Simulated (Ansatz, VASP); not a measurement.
**HPbNO4 in VASP and in Ansatz**

The input POSCAR:

```
HPbNO4
1.0
    6.4345300000      0.0000000000      0.0087200000
    0.0000000000      4.1108900000      0.0000000000
   -3.1488400000      0.0000000000      7.7202600000
H Pb N O
2 2 2 8
Direct
    0.2935600000      0.0966200000      0.5119500000
    0.7064400000      0.5966200000      0.4880500000
    0.9850400000      0.6050500000      0.2926400000
    0.0149600000      0.1050400000      0.7073600000
    0.5923000000      0.3658700000      0.7929000000
    0.4077000000      0.8658700000      0.2071000000
    0.1282400000      0.0919800000      0.4567200000
    0.4141900000      0.4619000000      0.8056400000
    0.7804200000      0.4654400000      0.8940100000
    0.5839600000      0.1626200000      0.6732500000
    0.8717600000      0.5919800000      0.5432800000
    0.5858100000      0.9619000000      0.1943600000
    0.2195800000      0.9654400000      0.1059900000
    0.4160400000      0.6626200000      0.3267500000
```

INCAR.step1

```
PREC     = Accurate       # precision mode
ENCUT    = 520            # plane-wave cutoff, eV
EDIFF    = 1E-5           # SCF threshold, eV
ISMEAR   = -1             # smearing method
SIGMA    = 0.05           # smearing width, eV
LREAL    = False          # projectors in reciprocal space
LASPH    = True           # aspherical terms in the spheres
NELM     = 120            # most SCF steps
ALGO     = Normal         # electronic algorithm
ISIF     = 2              # what is computed and relaxed
LWAVE    = True           # write WAVECAR
LCHARG   = False          # write CHGCAR
NBANDS   = 57             # bands
GGA      = PE             # functional
GGA_COMPAT= False        
KPAR     = 4
```

File INCAR.step2:

```
PREC     = Accurate       # precision mode
ENCUT    = 520            # plane-wave cutoff, eV
EDIFF    = 1E-6           # SCF threshold, eV
ISMEAR   = -1             # smearing method
SIGMA    = 0.05           # smearing width, eV
LREAL    = False          # projectors in reciprocal space
LASPH    = True           # aspherical terms in the spheres
NELM     = 120            # most SCF steps
ALGO     = Normal         # electronic algorithm
ISIF     = 2              # what is computed and relaxed
LWAVE    = False          # write WAVECAR
LCHARG   = False          # write CHGCAR
GGA      = B3             # functional
LHFCALC  = True           # exact exchange
AEXX     = 0.2            # exact-exchange fraction
AGGAX    = 0.72         
AGGAC    = 0.81         
ALDAC    = 0.19         
PRECFOCK = Fast         
NBANDS   = 57             # bands
ISTART   = 1            
GGA_COMPAT= False        
KPAR     = 4
```

Contents of KPOINTS:

```
regular mesh
0
Gamma
  2 3 2
```

File input.yaml:

```yaml
crystal:
  lattice:
    - [6.43453, 0.0, 0.00872]
    - [0.0, 4.11089, 0.0]
    - [-3.14884, 0.0, 7.72026]
  atoms:
    - { symbol: H, position: [0.29356, 0.09662, 0.51195] }
    - { symbol: H, position: [0.70644, 0.59662, 0.48805] }
    - { symbol: Pb, position: [0.98504, 0.60505, 0.29264] }
    - { symbol: Pb, position: [0.01496, 0.10504, 0.70736] }
    - { symbol: "N", position: [0.5923, 0.36587, 0.7929] }
    - { symbol: "N", position: [0.4077, 0.86587, 0.2071] }
    - { symbol: O, position: [0.12824, 0.09198, 0.45672] }
    - { symbol: O, position: [0.41419, 0.4619, 0.80564] }
    - { symbol: O, position: [0.78042, 0.46544, 0.89401] }
    - { symbol: O, position: [0.58396, 0.16262, 0.67325] }
    - { symbol: O, position: [0.87176, 0.59198, 0.54328] }
    - { symbol: O, position: [0.58581, 0.9619, 0.19436] }
    - { symbol: O, position: [0.21958, 0.96544, 0.10599] }
    - { symbol: O, position: [0.41604, 0.66262, 0.32675] }
hamiltonian:
  xc: b3lyp
  pseudopotentials: { kind: paw }
kpoints:
  mp_grid: { grid: [2, 3, 2] }
scf:
  occupations: { method: fermi_dirac, width: 0.05 }
output:
  forces: true
  stress: true
  eigenvalues: true
```

Alike in both runs: task single point; functional B3LYP; k mesh 2 × 3 × 2; occupations fermi-dirac, width 0.05 eV; no spin polarisation.

|  | VASP | Ansatz |
| --- | --- | --- |
| version | VASP 6.6.1 | Ansatz 0.2.0 |
| potentials or method | VASP PAW PBE potentials, release 64 (H, Pb_d, N, O) | Ansatz PAW |
| plane-wave cutoff (eV) | 520 | 420 |
| valence electrons in the cell | 88 | 88 |

Ansatz gave:

| Property | Result |
| --- | --- |
| gap on the k mesh at the Fermi level (eV) | 5.06 |
| least direct gap on the mesh (eV) | 5.22 |
| pressure (GPa) | -2.0 |
| traceless stress, the component that is largest in VASP (GPa) | -0.72 |
| rms of the force components (eV/Å) | 0.418 |

**Question.** What did VASP give for the same quantities?

**Answer.** gap on the k mesh at the Fermi level (eV): 5.03; least direct gap on the mesh (eV): 5.19; pressure (GPa): -1.0; traceless stress, the component that is largest in VASP (GPa): -0.37; rms of the force components (eV/Å): 0.199.

VASP's potentials were made for PBE, not for B3LYP. Atom by atom the forces differ by 0.235 eV/Å (rms over components). One of these differences is far larger than is usual between the two programs; its cause wasn't traced.

The k mesh is coarse, so the values compare programs but aren't converged. Neither program's run includes spin-orbit coupling. Noted on VASP's run: the standard files for N, O and F lose accuracy on very short bonds. Noted on Ansatz's run: odd divisions of the mesh miss points on the zone boundary, where band edges often lie, so the gap on the mesh can be too wide.
